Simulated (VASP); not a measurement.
The system is C.

```
C
1.0
    -3.49048   -1.95303   -0.87674
     3.52078   -2.04691   -0.77715
     0.07171   -0.03154    5.03752
C
12
Cartesian
  2.4112 -1.2419 1.5255
  -1.3216 -3.3548 3.3156
  0.0997 -2.4201 0.9990
  0.1476 -2.4287 3.5094
  -2.0818 -1.1067 1.5770
  1.3568 -3.2086 3.1725
  -1.2946 -0.7918 0.0435
  -1.2891 -0.8385 2.6813
  -0.1779 -1.5193 -0.1391
  -0.0465 -1.6382 2.4642
  1.3704 -0.8733 0.1440
  1.4077 -0.7670 2.6628
```

| Property | Result |
| --- | --- |
| Program | VASP 6.6.1 |
| Task | relaxation of cell and atoms |
| Functional | PBE |
| Potentials or basis | VASP PAW PBE potentials, release 64 (C) |
| Cutoff | 600 eV |
| k mesh | 6 × 6 × 6 |
| Occupations | gaussian, width 0.2 eV |
| Spin | no spin polarisation |

At the start: pressure 24.8 GPa; volume 5.90 Å³/atom.

Task: Where does the relaxation end?

Result: Over 24 steps the energy falls by 458.6 meV/atom and the volume is 6.08 Å³/atom (+3.1 %); space group P1 (No. 1, to 0.1 Å) before, R-3m (No. 166, to 0.1 Å).

Step by step:
| step | energy change (eV) | largest force (eV/Å) | pressure (GPa) | volume (Å³) |
| --- | --- | --- | --- | --- |
| 1 | 0.0000 | 10.7761 | 24.81 | 70.79 |
| 2 | 5.9395 | 12.6575 | -5.94 | 80.50 |
| 3 | -4.4104 | 3.8582 | -10.62 | 73.89 |
| 4 | -4.4254 | 3.7204 | -9.80 | 73.73 |
| 5 | -3.8189 | 8.2444 | 18.09 | 71.74 |
| 6 | -5.2558 | 1.9249 | -1.24 | 72.88 |
| 7 | -5.2004 | 2.9000 | 4.27 | 72.33 |
| 8 | -5.4441 | 0.6640 | 0.44 | 72.63 |
| 9 | -5.4741 | 0.6400 | 1.44 | 72.67 |
| 10 | -5.4806 | 0.3940 | 1.08 | 72.66 |
| 11 | -5.4932 | 0.2453 | 0.64 | 72.94 |
| 12 | -5.4933 | 0.2342 | 0.67 | 72.93 |
| 13 | -5.4972 | 0.1976 | -0.56 | 73.21 |
| 14 | -5.4974 | 0.1717 | -0.37 | 73.16 |
| 15 | -5.4996 | 0.1117 | -0.38 | 73.18 |
| 16 | -5.4997 | 0.1302 | -0.38 | 73.18 |
| 17 | -5.5016 | 0.0900 | -0.08 | 73.11 |
| 18 | -5.5021 | 0.1402 | 0.14 | 73.05 |
| 19 | -5.5029 | 0.1121 | -0.02 | 73.02 |
| 20 | -5.5030 | 0.0585 | 0.02 | 73.03 |
| 21 | -5.5034 | 0.0477 | -0.10 | 73.03 |
| 22 | -5.5034 | 0.0427 | -0.09 | 73.03 |
| 23 | -5.5035 | 0.0265 | -0.08 | 73.01 |
| 24 | -5.5035 | 0.0210 | -0.08 | 73.01 |

Final structure:
```xyz
12
Lattice="-3.5286 -2.0376 -0.8457 3.5283 -2.0373 -0.8473 -0.0007 0.0004 5.0780" Properties=species:S:1:pos:R:3 pbc="T T T"
C     2.2059   -1.2743    1.5955
C    -1.3222   -3.3110    3.2901
C    -0.0006   -2.5496    0.9407
C    -0.0006   -2.5481    3.4813
C    -2.2076   -1.2747    1.5971
C     1.3204   -3.3112    3.2901
C     2.2072   -2.8000   -0.7517
C     2.2066   -2.8000    1.7870
C     0.0000   -1.5261   -0.0952
C    -0.0006   -1.5254    2.4435
C    -2.2068   -2.8007   -0.7496
C    -2.2073   -2.8005    1.7884
```
